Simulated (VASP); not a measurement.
Write the native input for VASP 6.6.1 that does the following.

* Task: relaxation of the atoms
* Functional: PBEsol
* Potentials or basis: VASP PAW PBE potentials, release 64 (In_d, P)
* Cutoff: 450 eV
* k mesh: 10 × 10 × 10
* Occupations: gaussian, width 0.02 eV
* Spin: no spin polarisation
* Dipole correction: no
* Further INCAR settings: ALGO = Normal; EDIFF = 1e-07; IBRION = 2; EDIFFG = -0.002; NSW = 60

The structure of InP (e600) lies in POSCAR:

```
InP
1.0
    0.0000000000      2.9097962392      2.9568232491
    2.9097962392      0.0000000000      2.9568232491
    2.9097962392      2.9097962392      0.0000000000
In P
1 1
Direct
    0.0000000000      0.0000000000      0.0000000000
    0.2500000000      0.2500000000      0.2500000000
```

This cell differs from its parent crystal: strained cell.

These files were run (other wordings do the same):

INCAR

```
SYSTEM = InP
PREC = Accurate
ENCUT = 450
EDIFF = 1E-7
ISMEAR = 0
SIGMA = 0.02
LREAL = .FALSE.
LASPH = .TRUE.
NELM = 120
ALGO = Normal
ISIF = 2
LWAVE = .FALSE.
LCHARG = .FALSE.
GGA = PS
IBRION = 2
NSW = 60
EDIFFG = -0.002
GGA_COMPAT = .FALSE.
NELMIN = 4
```

KPOINTS

```
Automatic mesh
0
G
  10 10 10
  0 0 0
```

Potentials or basis: VASP PAW PBE potentials, release 64 (In_d, P).

Launch:

```bash
$ cat potpaw_PBE.64/In_d/POTCAR potpaw_PBE.64/P/POTCAR > POTCAR
$ mpirun -np 1 vasp_std > vasp.out
```

It gave:

- Pressure after relaxing: 1.0 GPa
- Band gap on the k mesh: 0.62 eV, direct

Caveat: the cell differs from its parent crystal (strained cell); the relaxation stopped at its first step, so nothing moved; the PAW data sets were made with another functional, which shifts forces and pressure a little; spin-orbit coupling is left out, which moves the levels of the heavy elements.

It took 110 s on 1 thread of AMD EPYC 7R13 (shared host), peak memory 0.17 GiB.
